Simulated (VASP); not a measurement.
Write the native input for VASP 6.6.1 that does the following.

| Item | Value |
| --- | --- |
| Task | single point |
| Functional | PBE |
| Potentials or basis | VASP PAW PBE potentials, release 64 (B, P) |
| Cutoff | 520 eV |
| k mesh | 6 × 6 × 6 |
| Occupations | gaussian, width 0.1 eV |
| Spin | no spin polarisation |
| Dipole correction | no |
| Further INCAR settings | ALGO = Normal; EDIFF = 1e-07; NBANDS = 25 |

The structure of B5P3 lies in POSCAR:

```
B5P3
1.0
   -2.5254031183      2.5254031183      2.8370758626
    2.5254031183     -2.5254031183      2.8370758626
    2.5254031183      2.5254031183     -2.8370758626
B P
5 3
Direct
    0.5000000000      0.5000000000      0.5000000000
    0.0000000000      0.0000000000      0.5000000000
    0.5000000000      0.0000000000      0.0000000000
    0.0000000000      0.5000000000      0.0000000000
    0.0000000000      0.0000000000      0.0000000000
    0.5000000000      0.0000000000      0.5000000000
    0.0000000000      0.5000000000      0.5000000000
    0.5000000000      0.5000000000      0.0000000000
```

The cell was built from a structure type or drawn by symmetry, and may not be a known phase.

The input as run:

INCAR

```
SYSTEM = B5P3
PREC = Accurate ; ENCUT = 520
EDIFF = 1E-7 ; ISMEAR = 0
SIGMA = 0.1 ; LREAL = .False.
LASPH = .True. ; NELM = 100
ALGO = Normal ; ISIF = 2
LWAVE = .False. ; LCHARG = .False.
GGA = PE ; NBANDS = 25
```

KPOINTS

```
regular mesh
0
Gamma
  6 6 6
  0 0 0
```

Potentials or basis: VASP PAW PBE potentials, release 64 (B, P).

Run with:

```bash
$ cat potpaw_PBE.64/B/POTCAR potpaw_PBE.64/P/POTCAR > POTCAR
$ mpirun -np 1 vasp_std > vasp.out
```

It gave:

| Quantity | Value |
| --- | --- |
| Pressure | -0.3 GPa |
| Band gap on the k mesh | zero (bands 15 and 16 overlap by 3.02 eV) |

Run time: 39 s on 1 thread of AMD EPYC 9R45 96-Core Processor (Zen 5), with other jobs on the host, peak memory 0.18 GiB.
